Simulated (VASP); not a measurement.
# MgO (Periclase) (Fm-3m) in VASP: a series of runs, part 2 of 2

VASP 6.6.1.

### 3 Single point, revPBE+D3(BJ)

This run uses another cell than the first one, of 9.24 Å³/atom, 0.980 times its volume.

INCAR

```
SYSTEM = MgO
ALGO = Normal
EDIFF = 1E-6
ENCUT = 600
GGA = RE
GGA_COMPAT = .FALSE.
ISIF = 2
ISMEAR = 0
IVDW = 12
LASPH = .TRUE.
LCHARG = .TRUE.
LELF = .TRUE.
LREAL = .FALSE.
LVHAR = .TRUE.
LWAVE = .FALSE.
NBANDS = 11
NELM = 120
PREC = Accurate
SIGMA = 0.01
```

KPOINTS

```
k-points
0
G
  5 5 5
  0 0 0
```

POSCAR

```
MgO
1.0
    0.0000000000      2.0983810436      2.0983810436
    2.0983810436      0.0000000000      2.0983810436
    2.0983810436      2.0983810436      0.0000000000
Mg O
1 1
Direct
    0.0000000000      0.0000000000      0.0000000000
    0.5000000000      0.5000000000      0.5000000000
```

Potentials or basis: VASP PAW PBE potentials, release 64 (Mg, O).

Started as:

```sh
> cat potpaw_PBE.64/Mg/POTCAR potpaw_PBE.64/O/POTCAR > POTCAR
> mpirun -np 1 vasp_std > vasp.out
```

OUTCAR:

```text
SYSTEM = MgO
   EDIFF = 1E-6
   ENCUT = 600
   GGA = RE
   ISIF = 2
   ISMEAR = 0
   IVDW = 12
   LASPH = .TRUE.
   LREAL = .FALSE.
   NELM = 120
   PREC = Accurate
 IVDW          = 12

 ion  position               nearest neighbor table
   1  0.000  0.000  0.000-   2 2.10   2 2.10   2 2.10   2 2.10   2 2.10   2 2.10
   2  0.500  0.500  0.500-   1 2.10   1 2.10   1 2.10   1 2.10   1 2.10   1 2.10

  LATTYP: Found a face centered cubic cell.
 ALAT       =     4.1967620872

  Lattice vectors:

 A1 = (   0.0000000000,   2.0983810436,   2.0983810436)
 A2 = (   2.0983810436,   0.0000000000,   2.0983810436)
 A3 = (   2.0983810436,   2.0983810436,   0.0000000000)

Analysis of symmetry for initial positions (statically):
=====================================================================
 Subroutine PRICEL returns:
 Original cell was already a primitive cell.

 Routine SETGRP: Setting up the symmetry group for a
 face centered cubic supercell.

 Subroutine GETGRP returns: Found 48 space group operations
 (whereof 48 operations were pure point group operations)
 out of a pool of 48 trial point group operations.

The static configuration has the point symmetry O_h .

Analysis of symmetry for dynamics (positions and initial velocities):
=====================================================================
 Subroutine PRICEL returns:
 Original cell was already a primitive cell.

 Routine SETGRP: Setting up the symmetry group for a
 face centered cubic supercell.

 Subroutine GETGRP returns: Found 48 space group operations
 (whereof 48 operations were pure point group operations)
 out of a pool of 48 trial point group operations.

The dynamic configuration has the point symmetry O_h .

 Subroutine INISYM returns: Found 48 space group operations
 (whereof 48 operations are pure point group operations),
 and found     1 'primitive' translations

----------------------------------------------------------------------------------------

                                     Primitive cell

  volume of cell :      18.4792

[... 102 lines left out ...]
   LEPSILON=     F    determine dielectric tensor
   LRPA    =     F    only Hartree local field effects (RPA)
 non-spin polarized calculation
 Gauss-broadening in eV      SIGMA  =   0.01
  energy-cutoff  :      600.00
  volume of cell :       18.48
 maximum number of plane-waves:       629
   NGX = 11   NGY = 11   NGZ = 11

 number of electron       8.0000004 magnetization

 Free energy of the ion-electron system (eV)
  ---------------------------------------------------
  ext. energy  EPLUGINS =         0.00000000
  ---------------------------------------------------
  free energy    TOTEN  =       -11.29541216 eV

  energy without entropy =      -11.29541216  energy(sigma->0) =      -11.29541216

 E-fermi :   3.5042     XC(G=0): -10.9557

 val. band max:        3.3914696144   @ k =   0.0000   0.0000   0.0000
 cond. band min:       8.3065052260   @ k =   0.0000   0.0000   0.0000
 fundamental gap:      4.9150356116
 Fermi energy:         3.5042355436

 k-point     1 :       0.0000    0.0000    0.0000
  band No.  band energies     occupation
      1     -13.9829      2.00000
      2       3.3915      2.00000
      3       3.3915      2.00000
      4       3.3915      2.00000
      5       8.3065      0.00000
      6      19.3549      0.00000
      7      19.3549      0.00000
      8      19.3549      0.00000
      9      23.2550      0.00000
     10      25.0895      0.00000
     11      25.0895      0.00000
[... 113 lines left out ...]
 k-point    10 :      -0.4000    0.4000    0.2000
  band No.  band energies     occupation
      1     -12.4753      2.00000
      2      -0.1142      2.00000
      3       1.0016      2.00000
      4       2.0027      2.00000
      5      14.6600      0.00000
      6      14.6772      0.00000
      7      16.3235      0.00000
      8      20.1712      0.00000
      9      24.1837      0.00000
     10      26.3035      0.00000
     11      31.1743      0.00000

------------------------ aborting loop because EDIFF is reached ----------------------------------------

 Edisp (eV)   -1.15785

 E8    (eV) :    -0.7682

  FORCE on cell =-STRESS in cart. coord.  units (eV):
  Direction    XX          YY          ZZ          XY          YZ          ZX
  --------------------------------------------------------------------------------------
  -------------------------------------------------------------------------------------
  Total      -0.13434    -0.13434    -0.13434     0.00000     0.00000     0.00000
  in kB     -11.64791   -11.64791   -11.64791     0.00000     0.00000     0.00000
  external pressure =      -11.65 kB  Pullay stress =        0.00 kB

 VOLUME and BASIS-vectors are now :
 -----------------------------------------------------------------------------
  energy-cutoff  :      600.00
  volume of cell :       18.48
      direct lattice vectors                 reciprocal lattice vectors
     0.000000000  2.098381044  2.098381044    -0.238278935  0.238278935  0.238278935
     2.098381044  0.000000000  2.098381044     0.238278935 -0.238278935  0.238278935
     2.098381044  2.098381044  0.000000000     0.238278935  0.238278935 -0.238278935

 POSITION                                       TOTAL-FORCE (eV/Angst)
 -----------------------------------------------------------------------------------
      0.00000      0.00000      0.00000         0.000000      0.000000     -0.000000
      2.09838      2.09838      2.09838        -0.000000     -0.000000      0.000000
 -----------------------------------------------------------------------------------
    total drift:                               -0.000000     -0.000000      0.000000

  FREE ENERGIE OF THE ION-ELECTRON SYSTEM (eV)
  ---------------------------------------------------
  free  energy   TOTEN  =       -12.4532574940 eV

  energy  without entropy=      -12.4532574940  energy(sigma->0) =      -12.45325749
```

stdout:

```text
POSCAR found type information on POSCAR MgO
 POSCAR found :  2 types and       2 ions
 scaLAPACK will be used
 -----------------------------------------------------------------------------
|                                                                             |
|                                                                             |
|     You enforced a specific xc type in the INCAR file but a different       |
|     I HOPE YOU KNOW WHAT YOU ARE DOING!                                     |
|                                                                             |
 -----------------------------------------------------------------------------

 LDA part: xc-table for (Slater+PW92), standard interpolation
 POSCAR, INCAR and KPOINTS ok, starting setup
 FFT: planning ... GRIDC
 FFT: planning ... GRID_SOFT
 FFT: planning ... GRID
 WAVECAR not read
 entering main loop
```

Run time: 8.5 s. Hardware: 1 thread of AMD EPYC 7R13, shared host; peak memory 0.12 GiB.

Results:

| Property | Result |
| --- | --- |
| Free energy | -12.4533 eV |
| Pressure | -1.2 GPa |
| Band gap on the k mesh | 4.92 eV, direct |
| Dispersion energy per atom | -0.579 eV |

Caveat: the k points lie up to 0.52 Å⁻¹ apart; the PAW data sets were made with another functional, which shifts forces and pressure a little.

### 4 Single point, PBE+D3(BJ)

This run uses another cell than the first one, of 9.31 Å³/atom, 0.988 times its volume.

INCAR

```
ALGO     = Normal         # electronic algorithm
EDIFF    = 1E-6           # SCF threshold, eV
ENCUT    = 600            # plane-wave cutoff, eV
GGA      = PE             # functional
GGA_COMPAT= False        
ISIF     = 2              # what is computed and relaxed
ISMEAR   = 0              # smearing method
IVDW     = 12             # dispersion correction
LASPH    = True           # aspherical terms in the spheres
LCHARG   = False          # write CHGCAR
LREAL    = False          # projectors in reciprocal space
LWAVE    = False          # write WAVECAR
NBANDS   = 11             # bands
NELM     = 120            # most SCF steps
PREC     = Accurate       # precision mode
SIGMA    = 0.01           # smearing width, eV
```

KPOINTS

```
k-points
0
Gamma
  5 5 5
```

POSCAR

```
MgO
1.0
    0.0000000000      2.1039479726      2.1039479726
    2.1039479726      0.0000000000      2.1039479726
    2.1039479726      2.1039479726      0.0000000000
Mg O
1 1
Direct
    0.0000000000      0.0000000000      0.0000000000
    0.5000000000      0.5000000000      0.5000000000
```

Started as:

```sh
> cat potpaw_PBE.64/Mg/POTCAR potpaw_PBE.64/O/POTCAR > POTCAR
> mpirun -np 1 vasp_std > vasp.out
```

Wall time 7.9 s (1 thread of AMD EPYC 7R13, shared host); peak memory 0.12 GiB.

It converged, with:

```
Free energy                : -12.4935 eV
Pressure                   : -1.0 GPa
Band gap on the k mesh     : 4.76 eV, direct
Dispersion energy per atom : -0.294 eV
```

Levels at points of the mesh, in eV from the valence-band top:
| k point | band 1 | band 2 | band 3 | band 4 | band 5 | band 6 | band 7 | band 8 | band 9 |
| --- | --- | --- | --- | --- | --- | --- | --- | --- | --- |
| (0.00, 0.00, 0.00) | -17.28 | 0.00 | 0.00 | 0.00 | 4.76 | 15.82 | 15.82 | 15.82 | 19.74 |

Caveat: the k points lie up to 0.52 Å⁻¹ apart. A hybrid or GW would open this gap; PBE tends to underestimate it.

### 5 Summary

| level | cell | gap on the mesh (eV) | pressure (GPa) |
| --- | --- | --- | --- |
| PBE+D4 | a = 2.988 Å, angles 60.0°, 2 atoms | 4.63 | -1.0 |
| revPBE+D3(BJ) | a = 2.968 Å, angles 60.0°, 2 atoms | 4.92 | -1.2 |
| PBE+D3(BJ) | a = 2.975 Å, angles 60.0°, 2 atoms | 4.76 | -1.0 |

Alike in all rows: task single point; potentials or basis VASP PAW PBE potentials, release 64 (Mg, O); no spin polarisation; k mesh 5 × 5 × 5; cutoff (eV) 600; smearing gaussian 0.01 eV.

Caveats: all runs use coarse meshes; the PAW data sets were made with another functional, which shifts forces and pressure a little (some runs).

Absolute energies hang on the potentials; compare differences alone.
